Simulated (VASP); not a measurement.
GaAs:

```
CELL_PARAMETERS angstrom
4.11286 0.00000 0.00000
-2.05643 3.56184 0.00000
0.00000 0.00000 5.14080
ATOMIC_POSITIONS crystal
Ga 0.33333 0.66667 0.25000
Ga 0.66667 0.33333 0.75000
As 0.66667 0.33333 0.25000
As 0.33333 0.66667 0.75000
```

```yaml
Program: VASP 6.6.1
Task: relaxation of cell and atoms
Functional: PBE
Potentials_or_basis: VASP PAW PBE potentials, release 64 (Ga_d, As)
Cutoff: 600 eV
k_mesh: 6 × 6 × 4
Occupations: fermi-dirac, width 0.02 eV
Spin: no spin polarisation
```

At the start: pressure 20.1 GPa; volume 18.83 Å³/atom.

Problem. How do energy, volume and symmetry change on relaxing?

Solution. Over 12 steps the energy falls by 235.5 meV/atom and the volume is 23.55 Å³/atom (+25.1 %); space group P6_3/mmc (No. 194, to 0.1 Å) before and after.

The path:
```tsv
step	energy change (eV)	largest force (eV/Å)	pressure (GPa)	volume (Å³)
1	0.0000	0.0000	20.07	75.31
2	-0.7453	0.0000	-4.78	104.05
3	-0.9204	0.0000	0.19	93.12
4	-0.9206	0.0000	-0.09	93.52
5	-0.9249	0.0000	-0.07	93.52
6	-0.9317	0.0000	0.08	93.49
7	-0.9405	0.0000	0.51	93.37
8	-0.9410	0.0000	0.38	93.41
9	-0.9412	0.0000	0.42	93.40
10	-0.9402	0.0000	-0.53	95.08
11	-0.9422	0.0000	0.04	94.13
12	-0.9422	0.0000	0.00	94.19
```

Final structure:
```cif
data_structure
_symmetry_space_group_name_H-M 'P 1'
_symmetry_Int_Tables_number 1
_cell_length_a 4.3316
_cell_length_b 4.3316
_cell_length_c 5.7965
_cell_angle_alpha 90.000
_cell_angle_beta 90.000
_cell_angle_gamma 120.000
_cell_volume 94.19
loop_
_atom_site_label
_atom_site_type_symbol
_atom_site_fract_x
_atom_site_fract_y
_atom_site_fract_z
_atom_site_occupancy
Ga1 Ga 0.33333 0.66667 0.25000 1
Ga2 Ga 0.66667 0.33333 0.75000 1
As1 As 0.66667 0.33333 0.25000 1
As2 As 0.33333 0.66667 0.75000 1
```

Caveat: the volume moved by over 15 % at a fixed basis, so the end points are rough.
